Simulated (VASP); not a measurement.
# TiC (Fm-3m) in VASP: further runs

The runs below take TiC through density of states, vibrations by perturbation theory, with LDA, PBE.

Everything below comes from runs of VASP 6.6.1. Logs are shortened: lines on timing, memory, paths and dates and some standing lists are left out, and cuts for length are marked.

**1. The cell of the first run**

It takes space group Fm-3m (No. 225, cubic). The conventional cell has a = 4.333 Å, b = 4.333 Å, c = 4.333 Å, α = 90.00°, β = 90.00°, γ = 90.00°. Ti (site symmetry m-3m) has 6 C at 2.17 Å within 2.9 Å. C (site symmetry m-3m) has 6 Ti at 2.17 Å within 2.9 Å.

**2. Density of states, LDA**

Input file POSCAR:

```
TiC
1.0
    0.0000000000      2.1664017924      2.1664017924
    2.1664017924      0.0000000000      2.1664017924
    2.1664017924      2.1664017924      0.0000000000
Ti C
1 1
Direct
    0.5000000000      0.5000000000      0.5000000000
    0.0000000000      0.0000000000      0.0000000000
```

Input file INCAR.step1:

```
SYSTEM = TiC
PREC = Accurate
ENCUT = 520
EDIFF = 1E-6
ISMEAR = 0
SIGMA = 0.1
LREAL = .FALSE.
LASPH = .TRUE.
NELM = 60
ALGO = Normal
ISIF = 2
LWAVE = .FALSE.
LCHARG = .TRUE.
LMAXMIX = 4
NBANDS = 15
```

Input file KPOINTS.step1:

```
Automatic mesh
0
G
  22 22 22
  0 0 0
```

Input file INCAR.step2:

```
SYSTEM = TiC
PREC = Accurate
ENCUT = 520
EDIFF = 1E-6
ISMEAR = -5
SIGMA = 0.1
LREAL = .FALSE.
LASPH = .TRUE.
NELM = 60
ALGO = Normal
ISIF = 2
LWAVE = .FALSE.
LCHARG = .FALSE.
LMAXMIX = 4
LORBIT = 11
NBANDS = 15
NEDOS = 1001
ICHARG = 11
```

Input file KPOINTS.step2:

```
Automatic mesh
0
G
  33 33 33
  0 0 0
```

Potentials or basis: VASP PAW LDA potentials, release 64 (Ti_sv, C).

Command:

```sh
$ cat potpaw_LDA.64/Ti_sv/POTCAR potpaw_LDA.64/C/POTCAR > POTCAR
$ cp INCAR.step1 INCAR
$ cp KPOINTS.step1 KPOINTS
$ mpirun -np 1 vasp_std > vasp.out
$ cp INCAR.step2 INCAR
$ cp KPOINTS.step2 KPOINTS
$ mpirun -np 1 vasp_std > vasp.out
```

OUTCAR:

```text
SYSTEM = TiC
   PREC = Accurate
   ENCUT = 520
   EDIFF = 1E-6
   ISMEAR = -5
   LREAL = .FALSE.
   LASPH = .TRUE.
   NELM = 60
   ISIF = 2
   LORBIT = 11
   ICHARG = 11

 ion  position               nearest neighbor table
   1  0.500  0.500  0.500-   2 2.17   2 2.17   2 2.17   2 2.17   2 2.17   2 2.17
   2  0.000  0.000  0.000-   1 2.17   1 2.17   1 2.17   1 2.17   1 2.17   1 2.17

  LATTYP: Found a face centered cubic cell.
 ALAT       =     4.3328035848

  Lattice vectors:

 A1 = (   0.0000000000,   2.1664017924,   2.1664017924)
 A2 = (   2.1664017924,   0.0000000000,   2.1664017924)
 A3 = (   2.1664017924,   2.1664017924,   0.0000000000)

Analysis of symmetry for initial positions (statically):
=====================================================================
 Subroutine PRICEL returns:
 Original cell was already a primitive cell.

 Routine SETGRP: Setting up the symmetry group for a
 face centered cubic supercell.

 Subroutine GETGRP returns: Found 48 space group operations
 (whereof 48 operations were pure point group operations)
 out of a pool of 48 trial point group operations.

The static configuration has the point symmetry O_h .

Analysis of symmetry for dynamics (positions and initial velocities):
=====================================================================
 Subroutine PRICEL returns:
 Original cell was already a primitive cell.

 Routine SETGRP: Setting up the symmetry group for a
 face centered cubic supercell.

 Subroutine GETGRP returns: Found 48 space group operations
 (whereof 48 operations were pure point group operations)
 out of a pool of 48 trial point group operations.

The dynamic configuration has the point symmetry O_h .

 Subroutine INISYM returns: Found 48 space group operations
 (whereof 48 operations are pure point group operations),
 and found     1 'primitive' translations

----------------------------------------------------------------------------------------

                                     Primitive cell

  volume of cell :      20.3351

  direct lattice vectors                    reciprocal lattice vectors
     0.000000000  2.166401792  2.166401792    -0.230797446  0.230797446  0.230797446
     2.166401792  0.000000000  2.166401792     0.230797446 -0.230797446  0.230797446
     2.166401792  2.166401792  0.000000000     0.230797446  0.230797446 -0.230797446

  length of vectors
     3.063754796  3.063754796  3.063754796     0.399752902  0.399752902  0.399752902

  position of ions in fractional coordinates (direct lattice)
     0.500000000  0.500000000  0.500000000
     0.000000000  0.000000000  0.000000000

  ion indices of the primitive-cell ions
   primitive index   ion index
                 1           1
                 2           2

----------------------------------------------------------------------------------------

 KPOINTS: Automatic mesh

Automatic generation of k-mesh.
 Grid dimensions read from file:
 generate k-points for:   33   33   33

 Generating k-lattice:

  Cartesian coordinates                     Fractional coordinates (reciprocal lattice)
    -0.006993862  0.006993862  0.006993862     0.030303030  0.000000000  0.000000000
     0.006993862 -0.006993862  0.006993862     0.000000000  0.030303030  0.000000000
     0.006993862  0.006993862 -0.006993862     0.000000000  0.000000000  0.030303030

  Length of vectors
     0.012113724  0.012113724  0.012113724

  Shift w.r.t. Gamma in fractional coordinates (k-lattice)
     0.000000000  0.000000000  0.000000000

 TETIRR: Found   4777 inequivalent tetrahedra from   215622

 Subroutine IBZKPT returns following result:
 ===========================================

 Found    969 irreducible k-points:

 Following reciprocal coordinates:
            Coordinates               Weight
  0.000000  0.000000  0.000000      1.000000
  0.030303  0.000000  0.000000      8.000000
  0.060606  0.000000  0.000000      8.000000
  0.090909  0.000000  0.000000      8.000000
  0.121212  0.000000  0.000000      8.000000
  0.151515  0.000000  0.000000      8.000000
[... 16 lines left out ...]
  0.181818  0.030303  0.000000     24.000000
  0.212121  0.030303  0.000000     24.000000
 [... further k-points ...]
   k-points           NKPTS =    969   k-points in BZ     NKDIM =    969   number of bands    NBANDS=     15
   number of dos      NEDOS =   1001   number of ions     NIONS =      2
   total plane-waves  NPLWV =  13824
   dimension x,y,z NGX =    24 NGY =   24 NGZ =   24
   dimension x,y,z NGXF=    48 NGYF=   48 NGZF=   48
   ions per type =               1   1
   NGX,Y,Z   is equivalent  to a cutoff of  13.02, 13.02, 13.02 a.u.
   NGXF,Y,Z  is equivalent  to a cutoff of  26.05, 26.05, 26.05 a.u.
 SYSTEM =  TiC
   PREC   = accura    normal or accurate (medium, high low for compatibility)
   ISTART =      0    job   : 0-new  1-cont  2-samecut
   ICHARG =     11    charge: 1-file 2-atom 10-const
   ISPIN  =      1    spin polarized calculation?
   LNONCOLLINEAR =      F non collinear calculations
   LSORBIT =      F    spin-orbit coupling
   LASPH  =      T    aspherical Exc in radial PAW
   ENCUT  =  520.0 eV  38.22 Ry    6.18 a.u.   5.70  5.70  5.70*2*pi/ulx,y,z
   NELM   =     60;   NELMIN=  2; NELMDL=  0     # of ELM steps
   EDIFF  = 0.1E-05   stopping-criterion for ELM
   LREAL  =      F    real-space projection
   EDIFFG = 0.1E-04   stopping-criterion for IOM
   NSW    =      0    number of steps for IOM
   IBRION =     -1    ionic relax: 0-MD 1-quasi-New 2-CG
   NFREE  =      0    steps in history (QN), initial steepest desc. (CG)
   ISIF   =      2    stress and relaxation
   ISYM   =      2    0-nonsym 1-usesym 2-fastsym
   POTIM  = 0.5000    time-step for ionic-motion
   TEBEG  =    0.0;   TEEND  =   0.0 temperature during run
   PSTRESS=    0.0 pullay stress
   NELECT =      16.0000    total number of electrons
   NUPDOWN=      -1.0000    fix difference up-down
   EMIN   =  10.00;   EMAX   =-10.00  energy-range for DOS
   EFERMI =   0.00;   METHOD = LEGACY
   ISMEAR =    -5;   SIGMA  =   0.10  broadening in eV -4-tet -1-fermi 0-gaus
   EFERMI_NEDOS =   21; number of points for ismear=-14 and -15
   IALGO  =     38    algorithm
   IMIX   =      4    mixing-type and parameters
     AMIX     =   0.40;   BMIX     =  1.00
     AMIX_MAG =   1.60;   BMIX_MAG =  1.00
  volume/ion in A,a.u.               =      10.17        68.61
  Fermi-wavevector in a.u.,A,eV,Ry     =   1.511353  2.856042 31.078250  2.284187
  Thomas-Fermi vector in A             =   2.621421
   LORBIT       =     11    0 simple, 1 ext, 2 COOP (PROOUT), +10 PAW based schemes
   GGA     = CA    functional components
   LHFCALC =     F    Hartree Fock is set to
   AEXX    =    0.0000 exact exchange contribution
   IVDW    =     0    specifies the selected vdW correction
   LEPSILON=     F    determine dielectric tensor
   LRPA    =     F    only Hartree local field effects (RPA)
 non-spin polarized calculation
 Fermi weights with tetrahedron method with Bloechl corrections
  energy-cutoff  :      520.00
  volume of cell :       20.34
 maximum number of plane-waves:       560

 number of electron      16.0000000 magnetization

 Free energy of the ion-electron system (eV)
  ---------------------------------------------------
  ext. energy  EPLUGINS =         0.00000000
  ---------------------------------------------------
  free energy    TOTEN  =       -20.50220276 eV

  energy without entropy =      -20.50220276  energy(sigma->0) =      -20.50220276

 E-fermi :   9.2212     XC(G=0): -12.9718

 val. band max:        9.2309433219   @ k =   0.1212   0.0606   0.0000
 cond. band min:       9.2080489755   @ k =   0.4848   0.4848   0.0000
 fundamental gap:     -0.0228943464
 Fermi energy:         9.2212249053

 k-point     1 :       0.0000    0.0000    0.0000
  band No.  band energies     occupation
      1     -46.6598      2.00000
      2     -23.0669      2.00000
      3     -23.0669      2.00000
      4     -23.0669      2.00000
      5      -2.9849      2.00000
      6       9.8500      0.00000
      7       9.8500      0.00000
      8       9.8500      0.00000
      9      10.9082      0.00000
     10      10.9082      0.00000
     11      10.9082      0.00000
     12      10.9304      0.00000
     13      10.9304      0.00000
     14      19.8094      0.00000
     15      23.2665      0.00000

 k-point     2 :       0.0303    0.0000    0.0000
  band No.  band energies     occupation
      1     -46.6591      2.00000
      2     -23.0717      2.00000
      3     -23.0673      2.00000
      4     -23.0673      2.00000
      5      -2.9639      2.00000
      6       9.7349      0.00000
      7       9.8284      0.00000
      8       9.8284      0.00000
      9      10.4967      0.00000
     10      10.4967      0.00000
     11      10.9755      0.00000
     12      11.3940      0.00000
     13      11.3940      0.00000
     14      19.8465      0.00000
     15      23.2776      0.00000

 k-point     3 :       0.0606    0.0000    0.0000
  band No.  band energies     occupation
      1     -46.6570      2.00000
      2     -23.0859      2.00000
      3     -23.0686      2.00000
      4     -23.0686      2.00000
      5      -2.9011      2.00000
      6       9.4491     -0.15535
      7       9.6871      0.00000
      8       9.6871      0.00000
      9      10.2312      0.00000
     10      10.2312      0.00000
     11      11.1220      0.00000
     12      11.8917      0.00000
     13      11.8917      0.00000
     14      19.9531      0.00000
     15      23.3044      0.00000

 k-point     4 :       0.0909    0.0000    0.0000
  band No.  band energies     occupation
      1     -46.6537      2.00000
      2     -23.1091      2.00000
      3     -23.0708      2.00000
      4     -23.0708      2.00000
      5      -2.7976      2.00000
      6       9.0683      1.99923
      7       9.3608      0.28352
      8       9.3608      0.10690
      9      10.1963      0.00000
     10      10.1963      0.00000
     11      11.2827      0.00000
     12      12.4022      0.00000
     13      12.4022      0.00000
     14      20.1147      0.00000
     15      23.3299      0.00000
[... 307 lines left out ...]
 k-point    22 :       0.1515    0.0303    0.0000
  band No.  band energies     occupation
      1     -46.6450      2.00000
      2     -23.1661      2.00000
      3     -23.0808      2.00000
      4     -23.0747      2.00000
      5      -2.5219      2.00000
      6       8.2545      2.00000
      7       8.6292      2.00000
      8       8.7891      2.00000
      9      10.1934      0.00000
     10      10.5152      0.00000
     11      11.5840      0.00000
     12      13.0053      0.00000
     13      13.5396      0.00000
     14      20.4664      0.00000
     15      23.3331      0.00000

 k-point    23 :       0.1818    0.0303    0.0000
  band No.  band energies     occupation
      1     -46.6389      2.00000
      2     -23.2073      2.00000
      3     -23.0853      2.00000
      4     -23.0782      2.00000
      5      -2.3194      2.00000
      6       7.7740      2.00000
      7       8.2645      2.00000
      8       8.4367      2.00000
      9      10.3385      0.00000
     10      10.6324      0.00000
     11      11.7168      0.00000
     12      13.5157      0.00000
     13      14.0462      0.00000
     14      20.6141      0.00000
     15      23.3121      0.00000

 k-point    24 :       0.2121    0.0303    0.0000
  band No.  band energies     occupation
      1     -46.6322      2.00000
      2     -23.2526      2.00000
      3     -23.0901      2.00000
      4     -23.0822      2.00000
      5      -2.0846      2.00000
      6       7.2793      2.00000
      7       7.9236      2.00000
      8       8.0985      2.00000
      9      10.5035      0.00000
     10      10.7826      0.00000
     11      11.8488      0.00000
     12      14.0187      0.00000
     13      14.5453      0.00000
     14      20.6529      0.00000
     15      23.3364      0.00000

 [... further k-points ...]
[... 5 lines left out ...]
  --------------------------------------------------------------------------------------
  -------------------------------------------------------------------------------------
  Total       -1.5407213     -1.5407213     -1.5407213      0.0000000     -0.0000000      0.0000000
  in kB     -121.3913288   -121.3913288   -121.3913288      0.0000000     -0.0000000      0.0000000
  external PRESSURE =    -121.3913288 kB  Pullay stress =       0.0000000 kB

 VOLUME and BASIS-vectors are now :
 -----------------------------------------------------------------------------
  energy-cutoff  :      520.00
  volume of cell :       20.34
      direct lattice vectors                 reciprocal lattice vectors
     0.000000000  2.166401792  2.166401792    -0.230797446  0.230797446  0.230797446
     2.166401792  0.000000000  2.166401792     0.230797446 -0.230797446  0.230797446
     2.166401792  2.166401792  0.000000000     0.230797446  0.230797446 -0.230797446

 POSITION                                       TOTAL-FORCE (eV/Angst)
 -----------------------------------------------------------------------------------
      2.16640      2.16640      2.16640        -0.000000     -0.000000      0.000000
      0.00000      0.00000      0.00000         0.000000      0.000000      0.000000
 -----------------------------------------------------------------------------------
    total drift:                               -0.000000     -0.000000      0.000000

  FREE ENERGIE OF THE ION-ELECTRON SYSTEM (eV)
  ---------------------------------------------------
  free  energy   TOTEN  =       -20.5022027643 eV

  energy  without entropy=      -20.5022027643  energy(sigma->0) =      -20.50220276

 total charge

# of ion       s       p       d       tot
------------------------------------------
    1        2.200   6.248   1.981  10.430
    2        0.886   1.499   0.000   2.385
--------------------------------------------------
tot          3.086   7.747   1.981  12.815
```

It took 2.4 min on 1 thread of Intel Xeon 6975P-C, shared host; peak memory 0.39 GiB.

Results:

```yaml
Valence_electrons_inside_the_program's_atomic_spheres: Ti 10.43; C 2.38
```

Caveat: tetrahedron occupations give inexact forces and stress in metals.

(Continued in part 2 of 2.)
